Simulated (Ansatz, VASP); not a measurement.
**Two plane-wave programs on SiC**

```
Si C
1.0
     5.89622    0.00000    0.00000
     0.00000    5.89622    0.00000
     0.00000    0.00000    5.14948
Si C
8 8
Cartesian
  3.7793 5.0650 4.7937
  3.7793 0.8312 2.2189
  2.1169 5.0650 2.2189
  2.1169 0.8312 4.7937
  0.8312 2.1169 2.9305
  5.0650 3.7793 2.9305
  0.8312 3.7793 0.3558
  5.0650 2.1169 0.3558
  3.7793 5.0650 2.9305
  2.1169 0.8312 2.9305
  3.7793 0.8312 0.3558
  2.1169 5.0650 0.3558
  0.8312 2.1169 4.7937
  0.8312 3.7793 2.2189
  5.0650 2.1169 2.2189
  5.0650 3.7793 4.7937
```

Alike in both runs: task relaxation of cell and atoms; functional PBE; k mesh 4 × 4 × 4; occupations gaussian, width 0.1 eV; no spin polarisation.

|  | VASP | Ansatz |
| --- | --- | --- |
| version | VASP 6.6.1 | Ansatz 0.2.0 |
| potentials or method | VASP PAW PBE potentials, release 64 (Si, C), cutoff 600 eV | scalar-relativistic, plane waves, PAW |
| valence electrons in the cell | 64 | 64 |

|  | VASP | Ansatz | Ansatz less VASP |
| --- | --- | --- | --- |
| gap on the k mesh at the Fermi level, each at its own relaxed structure (eV) | 2.81 | 2.81 | +0.005 |
| relaxed volume (Å³/atom) | 12.41 | 12.42 | +0.006 |
| relaxed cell length with the largest relative difference (Å) | 5.174 | 5.177 | +0.0027 |
